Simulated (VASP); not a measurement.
## Si8C6N (a cell with a defect): single point with PBEsol

System: Si8C6N (a cell with a defect).

```
CELL_PARAMETERS angstrom
-3.07600 -5.32779 0.00000
4.61400 -2.66389 0.00000
0.00000 0.00000 5.04800
ATOMIC_POSITIONS crystal
Si 0.50196 0.32943 0.00268
Si 0.49888 0.67242 0.50594
Si 0.25000 0.82924 0.99886
Si 0.25000 0.16746 0.50369
Si 0.99804 0.32943 0.00268
Si 0.00112 0.67242 0.50594
Si 0.75000 0.83212 0.00509
Si 0.75000 0.17349 0.50710
C 0.50108 0.33344 0.37778
C 0.50431 0.66406 0.88435
C 0.25000 0.16279 0.88061
C 0.99892 0.33344 0.37778
C 0.99569 0.66406 0.88435
C 0.75000 0.16114 0.87971
N 0.75000 0.84172 0.37844
```

```yaml
Program: VASP 6.6.1
Task: single point
Functional: PBEsol
Potentials_or_basis: VASP PAW PBE potentials, release 64 (Si, C, N)
Cutoff: 520 eV
k_mesh: 2 × 3 × 3
Occupations: gaussian, width 0.02 eV
Spin: no spin polarisation
Dipole_correction: no
Charge: 1
Further_INCAR_settings: LREAL = Auto; ALGO = Normal; EDIFF = 1e-06; NBANDS = 44; NELECT = 60.0
```

- Largest force: 0.040 eV/Å

Forces in eV/Å, atoms in the order of the input:
```
Si   0.027 -0.003 -0.015
Si   0.012  0.008  0.002
Si  -0.011  0.007  0.004
Si  -0.002  0.001  0.002
Si   0.016 -0.022 -0.015
Si  -0.001 -0.014  0.002
Si  -0.022  0.013  0.031
Si   0.005 -0.003 -0.003
C   -0.011  0.002  0.013
C   -0.018 -0.019  0.005
C    0.009 -0.005  0.005
C   -0.008  0.009  0.013
C    0.007  0.025  0.005
C    0.002 -0.001 -0.027
N   -0.006  0.003 -0.021
```

Levels at points of the mesh, in eV from the Fermi level:
| k point | band 27 | band 28 | band 29 | band 30 | band 31 | band 32 | band 33 | band 34 |
| --- | --- | --- | --- | --- | --- | --- | --- | --- |
| (0.00, 0.00, 0.00) | -2.88 | -2.30 | -2.01 | -0.07 | 0.67 | 0.72 | 1.38 | 1.83 |
| (0.50, 0.00, 0.00) | -3.01 | -2.81 | -2.64 | -1.23 | 0.40 | 0.68 | 1.19 | 1.63 |

Run time: 39 s on 1 thread of Intel(R) Xeon(R) 6975P-C (Granite Rapids), with other jobs on the host, peak memory 0.28 GiB.

Caveat: the k points lie up to 0.51 Å⁻¹ apart; the cell carries a net charge on a neutralising background, which shifts energy and pressure; the cell is charged against a uniform background, so pressure and absolute levels hang on convention; the PAW data sets were made with another functional, which shifts forces and pressure a little.
